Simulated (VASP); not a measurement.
Hf3H4: relaxation of cell and atoms with PBE

Crystal: Hf3H4.

```
CELL_PARAMETERS angstrom
3.32308 0.00000 0.00000
-1.66154 2.87787 0.00000
0.00000 0.00000 8.09961
ATOMIC_POSITIONS crystal
Hf 0.33333 0.66667 0.67127
Hf 0.66667 0.33333 0.32873
Hf 0.00000 0.00000 0.00000
H 0.33333 0.66667 0.92018
H 0.33333 0.66667 0.41828
H 0.66667 0.33333 0.58172
H 0.66667 0.33333 0.07982
```

This cell differs from its parent crystal: atoms taken out.

```yaml
Program: VASP 6.6.1
Task: relaxation of cell and atoms
Functional: PBE
Potentials_or_basis: VASP PAW PBE potentials, release 64 (Hf_pv, H)
Cutoff: 600 eV
k_mesh: 12 × 12 × 4
Occupations: gaussian, width 0.1 eV
Spin: no spin polarisation
Dipole_correction: no
Further_INCAR_settings: ALGO = Normal; EDIFF = 1e-06; IBRION = 2; EDIFFG = -0.01; NSW = 100; ISIF = 3
```

| Quantity | Value |
| --- | --- |
| Relaxed volume | 11.02 Å³/atom |
| Relaxed cell | a = 3.314 Å, b = 3.314 Å, c = 8.115 Å, α = 90.00°, β = 90.00°, γ = 120.00° |
| Space group after relaxing (to 0.1 Å) | P-3m1 (No. 164) |
| Energy gained by relaxing | 0.2 meV/atom |
| Ionic steps | 7 |
| Pressure after relaxing | 0.0 GPa |
| Band gap on the k mesh | zero (bands 17 and 18 overlap by 0.79 eV) |

Forces in eV/Å, atoms in the order of the input:
```
Hf   0.000  0.000 -0.001
Hf   0.000  0.000  0.001
Hf   0.000  0.000  0.000
H    0.000  0.000  0.003
H    0.000  0.000  0.001
H    0.000  0.000 -0.001
H    0.000  0.000 -0.003
```

The path:
```tsv
step	energy change (eV)	largest force (eV/Å)	pressure (GPa)	volume (Å³)
1	0.0000	0.0298	-0.55	77.46
2	-0.0008	0.0254	0.22	77.03
3	-0.0008	0.0247	0.12	77.10
4	-0.0010	0.0251	0.07	77.12
5	-0.0012	0.0259	0.00	77.15
6	-0.0013	0.0125	-0.01	77.16
7	-0.0013	0.0028	-0.02	77.17
```

Final structure:
```xyz
7
Lattice="3.3136 0.0000 0.0000 -1.6568 2.8697 0.0000 0.0000 0.0000 8.1153" Properties=species:S:1:pos:R:3 pbc="T T T"
Hf    0.0000    1.9131    5.4509
Hf    1.6568    0.9566    2.6644
Hf   -1.6568    2.8697    0.0000
H     0.0000    1.9131    7.4617
H     0.0000    1.9131    3.4038
H     1.6568    0.9566    4.7116
H     1.6568    0.9566    0.6537
```

Levels at points of the mesh, in eV from the Fermi level:
```tsv
k point	band 13	band 14	band 15	band 16	band 17	band 18	band 19	band 20	band 21
(0.00, 0.00, 0.00)	-4.70	-1.64	0.05	0.05	0.49	0.83	0.83	1.03	1.03
(0.50, 0.00, 0.00)	-5.33	-3.41	-1.96	-0.66	-0.33	-0.01	1.15	1.17	4.32
(0.00, 0.00, 0.50)	-4.29	-1.08	-1.06	0.07	0.07	0.91	0.91	1.05	1.05
(0.50, 0.00, 0.50)	-5.51	-2.81	-2.50	-0.96	-0.29	0.46	0.50	3.04	3.21
```

Run time: 3.2 min on 1 thread of Intel(R) Xeon(R) 6975P-C (Granite Rapids), with other jobs on the host, peak memory 0.31 GiB.

Caveat: the cell differs from its parent crystal (atoms taken out); spin-orbit coupling is left out, which moves the levels of the heavy elements.
